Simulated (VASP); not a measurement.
# Si4Ge (P6_3/mmc) in VASP: a series of runs

Runs on Si4Ge. Level: PBE. Tasks: relaxation of cell and atoms, single point.

Program: VASP 6.6.1. These are calculated values, not measurements. Logs are shortened: lines on timing, memory, paths and dates and some standing lists are left out, and cuts for length are marked.

## (1) The cell of the first run

It takes space group P6_3/mmc (No. 194, hexagonal). The conventional cell has a = 2.860 Å, b = 2.860 Å, c = 22.606 Å, α = 90.00°, β = 90.00°, γ = 120.00°. Si (site symmetry 3m) has 12 Si at 2.80 to 2.86 Å within 3.7 Å. Si (site symmetry 3m) has 3 Ge at 2.80 Å and 9 Si at 2.80 to 2.86 Å within 3.7 Å. Within 3.7 Å of Ge (site symmetry -6m2) lie 6 Si at 2.80 Å and 6 Ge at 2.86 Å.

## (2) Relaxation of cell and atoms, PBE

INCAR

```
SYSTEM = Si4Ge
  PREC = Accurate
  ENCUT = 600
  EDIFF = 1E-6
  ISMEAR = 0
  SIGMA = 0.1
  LREAL = .False.
  LASPH = .True.
  NELM = 80
  ALGO = Normal
  ISIF = 3
  LWAVE = .False.
  LCHARG = .False.
  GGA = PE
  IBRION = 2
  NSW = 90
  EDIFFG = -0.04
```

KPOINTS

```
Automatic mesh
0
Gamma
  6 6 1
  0 0 0
```

POSCAR

```
Si4Ge
1.0
    2.8600246100      0.0000000000      0.0000000000
   -1.4300123100      2.4768539700      0.0000000000
    0.0000000000      0.0000000000     22.6058841100
Si Ge
8 2
Direct
    0.3333333300      0.6666666700      0.9500000000
    0.3333333300      0.6666666700      0.1500000000
    0.3333333300      0.6666666700      0.3500000000
    0.3333333300      0.6666666700      0.5500000000
    0.6666666700      0.3333333300      0.0500000000
    0.6666666700      0.3333333300      0.4500000000
    0.6666666700      0.3333333300      0.6500000000
    0.6666666700      0.3333333300      0.8500000000
    0.3333333300      0.6666666700      0.7500000000
    0.6666666700      0.3333333300      0.2500000000
```

Potentials or basis: VASP PAW PBE potentials, release 64 (Si, Ge_d).

Launch:

```bash
cat potpaw_PBE.64/Si/POTCAR potpaw_PBE.64/Ge_d/POTCAR > POTCAR
mpirun -np 1 vasp_std > vasp.out
```

OUTCAR:

```text
SYSTEM = Si4Ge
   PREC = Accurate
   ENCUT = 600
   EDIFF = 1E-6
   ISMEAR = 0
   LREAL = .False.
   LASPH = .True.
   NELM = 80
   ISIF = 3
   GGA = PE
   IBRION = 2
   NSW = 90
   EDIFFG = -0.04

 ion  position               nearest neighbor table
   1  0.333  0.667  0.950-   5 2.80   8 2.80   5 2.80   8 2.80   5 2.80   8 2.80
   2  0.333  0.667  0.150-   5 2.80  10 2.80   5 2.80  10 2.80   5 2.80  10 2.80
   3  0.333  0.667  0.350-   6 2.80  10 2.80   6 2.80  10 2.80   6 2.80  10 2.80
   4  0.333  0.667  0.550-   6 2.80   7 2.80   6 2.80   7 2.80   6 2.80   7 2.80
   5  0.667  0.333  0.050-   1 2.80   2 2.80   1 2.80   2 2.80   1 2.80   2 2.80
   6  0.667  0.333  0.450-   4 2.80   3 2.80   4 2.80   3 2.80   4 2.80   3 2.80
   7  0.667  0.333  0.650-   4 2.80   9 2.80   4 2.80   9 2.80   4 2.80   9 2.80
   8  0.667  0.333  0.850-   1 2.80   9 2.80   1 2.80   9 2.80   1 2.80   9 2.80
   9  0.333  0.667  0.750-   7 2.80   8 2.80   7 2.80   8 2.80   7 2.80   8 2.80
  10  0.667  0.333  0.250-   2 2.80   3 2.80   2 2.80   3 2.80   2 2.80   3 2.80

  LATTYP: Found a hexagonal cell.
 ALAT       =     2.8600246100
 C/A-ratio  =     7.9040872694

  Lattice vectors:

 A1 = (   2.8600246100,   0.0000000000,   0.0000000000)
 A2 = (  -1.4300123100,   2.4768539700,   0.0000000000)
 A3 = (   0.0000000000,   0.0000000000,  22.6058841100)

Analysis of symmetry for initial positions (statically):
=====================================================================
 Subroutine PRICEL returns:
 Original cell was already a primitive cell.

 Routine SETGRP: Setting up the symmetry group for a
 hexagonal supercell.

 Subroutine GETGRP returns: Found 24 space group operations
 (whereof 12 operations were pure point group operations)
 out of a pool of 24 trial point group operations.

The static configuration has the point symmetry D_3d.
 The point group associated with its full space group is D_6h.

Analysis of symmetry for dynamics (positions and initial velocities):
=====================================================================
 Subroutine PRICEL returns:
 Original cell was already a primitive cell.

 Routine SETGRP: Setting up the symmetry group for a
 hexagonal supercell.

 Subroutine GETGRP returns: Found 24 space group operations
 (whereof 12 operations were pure point group operations)
 out of a pool of 24 trial point group operations.

The dynamic configuration has the point symmetry D_3d.
 The point group associated with its full space group is D_6h.

 Subroutine INISYM returns: Found 24 space group operations
 (whereof 12 operations are pure point group operations),
 and found     1 'primitive' translations

----------------------------------------------------------------------------------------

[... 99 lines left out ...]
   TEBEG  =    0.0;   TEEND  =   0.0 temperature during run
   PSTRESS=    0.0 pullay stress
   NELECT =      60.0000    total number of electrons
   NUPDOWN=      -1.0000    fix difference up-down
   EMIN   =  10.00;   EMAX   =-10.00  energy-range for DOS
   EFERMI =   0.00;   METHOD = LEGACY
   ISMEAR =     0;   SIGMA  =   0.10  broadening in eV -4-tet -1-fermi 0-gaus
   EFERMI_NEDOS =   21; number of points for ismear=-14 and -15
   IALGO  =     38    algorithm
   IMIX   =      4    mixing-type and parameters
     AMIX     =   0.40;   BMIX     =  1.00
     AMIX_MAG =   1.60;   BMIX_MAG =  1.00
  volume/ion in A,a.u.               =      16.01       108.07
  Fermi-wavevector in a.u.,A,eV,Ry     =   1.180216  2.230284 18.951676  1.392909
  Thomas-Fermi vector in A             =   2.316512
   LORBIT       =      0    0 simple, 1 ext, 2 COOP (PROOUT), +10 PAW based schemes
   GGA     = PE    functional components
   LHFCALC =     F    Hartree Fock is set to
   AEXX    =    0.0000 exact exchange contribution
   IVDW    =     0    specifies the selected vdW correction
   LEPSILON=     F    determine dielectric tensor
   LRPA    =     F    only Hartree local field effects (RPA)
 conjugate gradient relaxation of ions
 non-spin polarized calculation
 Gauss-broadening in eV      SIGMA  =   0.10
  energy-cutoff  :      600.00
  volume of cell :      160.14
 maximum number of plane-waves:      5360
 NGX is ok and might be reduce to    24
   NGX = 11   NGY = 11   NGZ = 91

--------------------------------------- Ionic step        1  -------------------------------------------

 number of electron      60.0000004 magnetization

 Free energy of the ion-electron system (eV)
  ---------------------------------------------------
  ext. energy  EPLUGINS =         0.00000000
  ---------------------------------------------------
  free energy    TOTEN  =       -46.78564427 eV

  energy without entropy =      -46.76774402  energy(sigma->0) =      -46.77669415

------------------------ aborting loop because EDIFF is reached ----------------------------------------

  FORCE on cell =-STRESS in cart. coord.  units (eV):
  Direction    XX          YY          ZZ          XY          YZ          ZX
  --------------------------------------------------------------------------------------
  -------------------------------------------------------------------------------------
  Total        2.6989688      2.6989688    -12.3636550     -0.0000000     -0.0000000     -0.0000000
  in kB       27.0032963     27.0032964   -123.6988870     -0.0000001     -0.0000000     -0.0000000
  external PRESSURE =     -23.2307648 kB  Pullay stress =       0.0000000 kB
[... 113 lines left out ...]
  FREE ENERGIE OF THE ION-ELECTRON SYSTEM (eV)
  ---------------------------------------------------
  free  energy   TOTEN  =       -47.0561867424 eV

  energy  without entropy=      -47.0427048798  energy(sigma->0) =      -47.04944581

[... ionic steps 4 to 23 ...]

--------------------------------------- Ionic step       24  -------------------------------------------

 number of electron      59.9999980 magnetization

------------------------ aborting loop because EDIFF is reached ----------------------------------------
[... 83 lines left out ...]
--------------------------------------- Ionic step       26  -------------------------------------------

 number of electron      59.9999981 magnetization

 Free energy of the ion-electron system (eV)
  ---------------------------------------------------
  ext. energy  EPLUGINS =         0.00000000
  ---------------------------------------------------
  free energy    TOTEN  =       -47.35885077 eV

  energy without entropy =      -47.33185698  energy(sigma->0) =      -47.34535388

 E-fermi :   8.7859     XC(G=0): -11.0396

 val. band max:        8.7494293247   @ k =   0.3333   0.1667   0.0000
 cond. band min:       8.8642045498   @ k =   0.3333   0.1667   0.0000
 fundamental gap:      0.1147752251
 Fermi energy:         8.7858682231

 k-point     1 :       0.0000    0.0000    0.0000
  band No.  band energies     occupation
      1     -16.3112      2.00000
      2     -16.3112      2.00000
      3     -16.3112      2.00000
      4     -16.3112      2.00000
      5     -16.3100      2.00000
      6     -16.3100      2.00000
[... 299 lines left out ...]
  FREE ENERGIE OF THE ION-ELECTRON SYSTEM (eV)
  ---------------------------------------------------
  free  energy   TOTEN  =       -47.3588507657 eV

  energy  without entropy=      -47.3318569844  energy(sigma->0) =      -47.34535388

 reached required accuracy - stopping structural energy minimisation
```

CONTCAR:

```text
Si4Ge
   1.00000000000000
     2.9100223038324295   -0.0000000000929810   -0.0000000000000000
    -1.4550111570841433    2.5201532431498714    0.0000000000000000
    -0.0000000000000000   -0.0000000000000000   21.7370903302346221
  Si              Ge
     8     2
Direct
     0.3333333300000021    0.6666666699999979    0.9536371681091370
     0.3333333300000021    0.6666666699999979    0.1342832331601452
     0.3333333300000021    0.6666666699999979    0.3657167668398547
     0.3333333300000021    0.6666666699999979    0.5463628318908630
     0.6666666699999979    0.3333333300000021    0.0463628318908631
     0.6666666699999979    0.3333333300000021    0.4536371681091371
     0.6666666699999979    0.3333333300000021    0.6342832331601453
     0.6666666699999979    0.3333333300000021    0.8657167668398547
     0.3333333300000021    0.6666666699999979    0.7500000000000000
     0.6666666699999979    0.3333333300000021    0.2500000000000000

  0.00000000E+00  0.00000000E+00  0.00000000E+00
  0.00000000E+00  0.00000000E+00  0.00000000E+00
  0.00000000E+00  0.00000000E+00  0.00000000E+00
  0.00000000E+00  0.00000000E+00  0.00000000E+00
  0.00000000E+00  0.00000000E+00  0.00000000E+00
  0.00000000E+00  0.00000000E+00  0.00000000E+00
  0.00000000E+00  0.00000000E+00  0.00000000E+00
  0.00000000E+00  0.00000000E+00  0.00000000E+00
  0.00000000E+00  0.00000000E+00  0.00000000E+00
  0.00000000E+00  0.00000000E+00  0.00000000E+00
```

Wall time 13 min (1 thread of AMD EPYC 7R13 (Zen 3), shared host); peak memory 0.32 GiB.

What came out:

| Quantity | Value |
| --- | --- |
| Free energy | -47.3589 eV |
| Relaxed volume | 15.94 Å³/atom |
| Relaxed cell | a = 2.910 Å, b = 2.910 Å, c = 21.737 Å, α = 90.00°, β = 90.00°, γ = 120.00° |
| Space group after relaxing (to 0.1 Å) | P6_3/mmc (No. 194) |
| Energy gained by relaxing | 57.3 meV/atom |
| Ionic steps | 26 |
| Pressure after relaxing | 0.2 GPa |
| Largest force after relaxing | 0.028 eV/Å |

Forces on the atoms (eV/Å):
```
Si   0.000  0.000  0.028
Si   0.000  0.000  0.021
Si   0.000  0.000 -0.021
Si   0.000  0.000 -0.028
Si   0.000  0.000 -0.028
Si   0.000  0.000  0.028
Si   0.000  0.000  0.021
Si   0.000  0.000 -0.021
Ge   0.000  0.000  0.000
Ge   0.000  0.000  0.000
```

The path:
| step | energy change (eV) | largest force (eV/Å) | pressure (GPa) | volume (Å³) |
| --- | --- | --- | --- | --- |
| 1 | 0.0000 | 0.5574 | -2.32 | 160.14 |
| 2 | -0.1579 | 0.6009 | 1.26 | 154.53 |
| 3 | -0.2705 | 0.6167 | -0.59 | 156.87 |
| 4 | -0.3399 | 0.4746 | 0.34 | 155.09 |
| 5 | -0.3849 | 0.2074 | 2.14 | 152.28 |
| 6 | -0.4298 | 0.1708 | 0.62 | 154.77 |
| 7 | -0.4330 | 0.1504 | 0.08 | 155.67 |
| 8 | -0.4499 | 0.0883 | -0.57 | 157.17 |
| 9 | -0.4501 | 0.0885 | -0.74 | 157.36 |
| 10 | -0.4569 | 0.0695 | -0.22 | 156.51 |
| 11 | -0.4593 | 0.0552 | 0.35 | 155.57 |
| 12 | -0.4633 | 0.0593 | 0.41 | 155.55 |
| 13 | -0.4634 | 0.0587 | 0.41 | 155.55 |
| 14 | -0.4663 | 0.0716 | 0.04 | 156.34 |
| 15 | -0.4676 | 0.0917 | -0.50 | 157.46 |
| 16 | -0.4696 | 0.0958 | -0.53 | 157.62 |
| 17 | -0.4742 | 0.1060 | -0.54 | 158.09 |
| 18 | -0.4904 | 0.2114 | -0.63 | 159.04 |
| 19 | -0.5643 | 0.1283 | -0.69 | 160.94 |
| 20 | -0.5607 | 0.1992 | -0.59 | 161.50 |
| 21 | -0.5649 | 0.1471 | -0.70 | 161.09 |
| 22 | -0.5532 | 0.2553 | 0.47 | 159.87 |
| 23 | -0.5671 | 0.1606 | -0.34 | 160.74 |
| 24 | -0.5727 | 0.0727 | -0.07 | 159.85 |
| 25 | -0.5727 | 0.0079 | 0.27 | 159.09 |
| 26 | -0.5732 | 0.0278 | 0.22 | 159.41 |

Final structure:
```yaml
crystal:
  lattice:
    - [2.91002, 0.00000, 0.00000]
    - [-1.45501, 2.52015, 0.00000]
    - [0.00000, 0.00000, 21.73709]
  atoms:
    - { symbol: Si, position: [0.33333, 0.66667, 0.95364] }
    - { symbol: Si, position: [0.33333, 0.66667, 0.13428] }
    - { symbol: Si, position: [0.33333, 0.66667, 0.36572] }
    - { symbol: Si, position: [0.33333, 0.66667, 0.54636] }
    - { symbol: Si, position: [0.66667, 0.33333, 0.04636] }
    - { symbol: Si, position: [0.66667, 0.33333, 0.45364] }
    - { symbol: Si, position: [0.66667, 0.33333, 0.63428] }
    - { symbol: Si, position: [0.66667, 0.33333, 0.86572] }
    - { symbol: Ge, position: [0.33333, 0.66667, 0.75000] }
    - { symbol: Ge, position: [0.66667, 0.33333, 0.25000] }
```

Caveat: the k points lie up to 0.42 Å⁻¹ apart in the final cell; the highest band is partly filled, so the run has too few bands.

## (3) Single point, PBE

This run uses another cell than the first one, of 15.55 Å³/atom.

INCAR

```
SYSTEM = Si4Ge
PREC = Accurate
ENCUT = 520
EDIFF = 1E-6
ISMEAR = 0
SIGMA = 0.1
LREAL = .False.
LASPH = .True.
NELM = 60
ALGO = Normal
ISIF = 2
LWAVE = .False.
LCHARG = .True.
GGA = PE
LELF = .True.
LVHAR = .True.
NBANDS = 41
```

KPOINTS

```
Automatic mesh
0
Gamma
  18 18 2
  0 0 0
```

POSCAR

```
Si4Ge
1.0
    2.7818678204      0.0000000000      0.0000000000
   -1.3909339102      2.4091682025      0.0000000000
    0.0000000000      0.0000000000     23.1964934454
Si Ge
8 2
Direct
    0.3333333333      0.6666666667      0.9524296983
    0.3333333333      0.6666666667      0.1412049515
    0.3333333333      0.6666666667      0.3587950485
    0.3333333333      0.6666666667      0.5475703017
    0.6666666667      0.3333333333      0.0475703017
    0.6666666667      0.3333333333      0.4524296983
    0.6666666667      0.3333333333      0.6412049515
    0.6666666667      0.3333333333      0.8587950485
    0.3333333333      0.6666666667      0.7500000000
    0.6666666667      0.3333333333      0.2500000000
```

Potentials or basis: VASP PAW PBE potentials, release 64 (Si, Ge_d).

Launch:

```bash
cat potpaw_PBE.64/Si/POTCAR potpaw_PBE.64/Ge_d/POTCAR > POTCAR
mpirun -np 1 vasp_std > vasp.out
```

Run time: 11 min. Hardware: 1 thread of AMD EPYC 7R13 (Zen 3), shared host; peak memory 0.52 GiB.

Results (log left out):

```
Free energy            : -47.3392 eV
Pressure               : 0.0 GPa
Largest force          : 0.005 eV/Å
Band gap on the k mesh : zero (bands 30 and 31 overlap by 10.33 eV)
```

Forces in eV/Å, atoms in the order of the input:
```
Si   0.000  0.000 -0.001
Si   0.000  0.000 -0.005
Si   0.000  0.000  0.005
Si   0.000  0.000  0.001
Si   0.000  0.000  0.001
Si   0.000  0.000 -0.001
Si   0.000  0.000 -0.005
Si   0.000  0.000  0.005
Ge   0.000  0.000  0.000
Ge   0.000  0.000  0.000
```

Levels at points of the mesh, in eV from the Fermi level:
| k point | band 27 | band 28 | band 29 | band 30 | band 31 | band 32 | band 33 | band 34 |
| --- | --- | --- | --- | --- | --- | --- | --- | --- |
| (0.00, 0.00, 0.00) | 3.22 | 6.51 | 7.47 | 7.72 | 7.72 | 7.75 | 7.75 | 8.41 |
| (0.50, 0.00, 0.00) | -3.37 | -2.73 | -1.67 | -1.65 | -1.27 | 0.48 | 0.90 | 1.73 |
| (0.00, 0.00, 0.50) | 4.92 | 4.92 | 7.73 | 7.73 | 7.73 | 7.73 | 8.47 | 8.47 |
| (0.50, 0.00, 0.50) | -2.65 | -2.65 | -2.14 | -2.14 | -0.17 | -0.17 | 1.12 | 1.12 |
